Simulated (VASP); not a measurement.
Crystal: Os.

```
CELL_PARAMETERS angstrom
0.00000 2.77766 2.77766
2.77766 0.00000 2.77766
2.77766 2.77766 0.00000
ATOMIC_POSITIONS crystal
Os 0.00000 0.00000 0.00000
Os 0.25000 0.25000 0.25000
```

Base run:

```yaml
Program: VASP 6.6.1
Functional: PBE
Potentials_or_basis: VASP PAW PBE potentials, release 64 (Os_sv_GW)
Cutoff: 500 eV
k_mesh: 7 × 7 × 7
Occupations: fermi-dirac, width 0.05 eV
Spin: no spin polarisation
```

Its results: band gap on the k mesh zero (band 16 reaches 7.64 eV, above the bottom of band 17 at 6.64 eV); pressure -1.6 GPa.

**Question.** The run is repeated on the same cell with these changes: potentials or basis from VASP PAW PBE potentials, release 64 (Os_sv_GW) to VASP PAW PBE potentials, release 64 (Os); cutoff from 500 eV to 520 eV; further incar settings from ALGO = Normal; EDIFF = 1e-06; NBANDS = 23 to ALGO = Normal; EDIFF = 1e-06; NBANDS = 15; valence electrons from 32 to 16. What comes out?

**Answer.** Band gap on the k mesh zero (band 8 reaches 4.80 eV, above the bottom of band 9 at 3.79 eV); pressure -1.2 GPa.

Caveats: spin-orbit coupling is left out, which moves the levels of the heavy elements.
